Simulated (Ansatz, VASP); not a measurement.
## Ge in VASP and in Ansatz

INCAR

```
PREC     = Accurate       # precision mode
ENCUT    = 520            # plane-wave cutoff, eV
EDIFF    = 1E-7           # SCF threshold, eV
ISMEAR   = 0              # smearing method
SIGMA    = 0.1            # smearing width, eV
LREAL    = False          # projectors in reciprocal space
LASPH    = True           # aspherical terms in the spheres
NELM     = 60             # most SCF steps
ALGO     = Normal         # electronic algorithm
ISIF     = 2              # what is computed and relaxed
LWAVE    = False          # write WAVECAR
LCHARG   = False          # write CHGCAR
LDIPOL   = True         
IDIPOL   = 3            
DIPOL    = 0.5 0.5 0.500
GGA      = PE             # functional
IVDW     = 12             # dispersion correction
NBANDS   = 21             # bands
```

File KPOINTS:

```
regular mesh
0
Gamma
  12 12 1
```

File POSCAR:

```
Ge
1.0
    4.0300000000      0.0000000000      0.0000000000
   -2.0150000000      3.4900823773      0.0000000000
    0.0000000000      0.0000000000     28.0000000000
Ge
2
Direct
    0.3333333333      0.6666666667      0.5157142857
    0.6666666667      0.3333333333      0.4842857143
```

Input for Ansatz:

```yaml
crystal:
  lattice:
    - [4.03, 0.0, 0.0]
    - [-2.015, 3.4900823773, 0.0]
    - [0.0, 0.0, 28.0]
  atoms:
    - { symbol: Ge, position: [0.3333333333, 0.6666666667, 0.5157142857] }
    - { symbol: Ge, position: [0.6666666667, 0.3333333333, 0.4842857143] }
  periodic: [true, true, false]
basis:
  ecutwfc: 420
kpoints:
  mp_grid: { grid: [12, 12, 1] }
hamiltonian:
  xc: pbe
  pseudopotentials: { kind: paw, azcp: { folder: soft_1 } }
  dispersion: d3bj
scf:
  occupations: { method: gaussian, width: 0.1 }
output:
  forces: true
  stress: true
  eigenvalues: true
  write_density: true
  write_potential: true
  elf: true
  volumetric_format: npy
```

Alike in both runs: task single point; functional PBE; dispersion D3(BJ); k mesh 12 × 12 × 1; occupations gaussian, width 0.1 eV; no spin polarisation.

```csv
,VASP,Ansatz
version,VASP 6.6.1,Ansatz 0.2.0
potentials or method,"VASP PAW PBE potentials, release 64 (Ge_d), cutoff 520 eV","scalar-relativistic, plane waves, PAW"
valence electrons in the cell,28,28
```

|  | VASP | Ansatz | Ansatz less VASP |
| --- | --- | --- | --- |
| gap on the k mesh at the Fermi level (eV) | none | none | - |
| rms of the force components (eV/Å) | 0.463 | 0.463 | -0.0006 |

Atom by atom the forces differ by 0.001 eV/Å (rms over components). A gap of «none» marks a metal or a gap that the smearing closes. Ansatz's warnings: xc potential rough in thin density.
